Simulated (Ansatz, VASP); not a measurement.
# In in VASP and in Ansatz

The input INCAR:

```
SYSTEM = In
PREC = Accurate
ENCUT = 520
EDIFF = 1E-6
ISMEAR = -1
SIGMA = 0.05
LREAL = .False.
LASPH = .True.
NELM = 100
ALGO = Normal
ISIF = 2
LWAVE = .False.
LCHARG = .False.
GGA = PE
NBANDS = 20
```

File KPOINTS:

```
regular mesh
0
Gamma
  13 13 13
  0 0 0
```

POSCAR

```
In
1.0
   -2.3865376305      2.3865376305      1.2626088156
    2.3865376305     -2.3865376305      1.2626088156
    2.3865376305      2.3865376305     -1.2626088156
In
2
Direct
   -0.3750000000     -0.1250000000     -0.2500000000
    0.3750000000      0.1250000000      0.2500000000
```

Input for Ansatz:

```yaml
crystal:
  lattice:
    - [-2.3865376305, 2.3865376305, 1.2626088156]
    - [2.3865376305, -2.3865376305, 1.2626088156]
    - [2.3865376305, 2.3865376305, -1.2626088156]
  atoms:
    - { symbol: In, position: [-0.375, -0.125, -0.25] }
    - { symbol: In, position: [0.375, 0.125, 0.25] }
kpoints:
  mp_grid: { grid: [13, 13, 13] }
scf:
  occupations: { method: fermi_dirac, width: 0.05 }
hamiltonian:
  xc: pbe
  pseudopotentials: { kind: nc }
output:
  forces: true
  stress: true
  eigenvalues: true
```

Change from the starting cell: volume scaled by 0.5, norm-conserving files.

Alike in both runs: task single point; functional PBE; k mesh 13 × 13 × 13; occupations fermi-dirac, width 0.05 eV; no spin polarisation.

```csv
,VASP,Ansatz
version,VASP 6.6.1,Ansatz 0.2.0
potentials or method,"VASP PAW PBE potentials, release 64 (In_d)","norm-conserving pseudopotentials, scalar-relativistic"
plane-wave cutoff (eV),520,952
valence electrons in the cell,26,26
```

Ansatz gave:

```
pressure (GPa) : 137.8
```

Task: What did VASP give for the same quantities?

Result: Pressure (GPa): 138.0.

Both programs put the cell under a high pressure, so it lies far from rest at this level. The functional is the same, so the differences come from potentials, cutoffs and numerics.

Noted on VASP's run: the cell as given lies far from equilibrium.
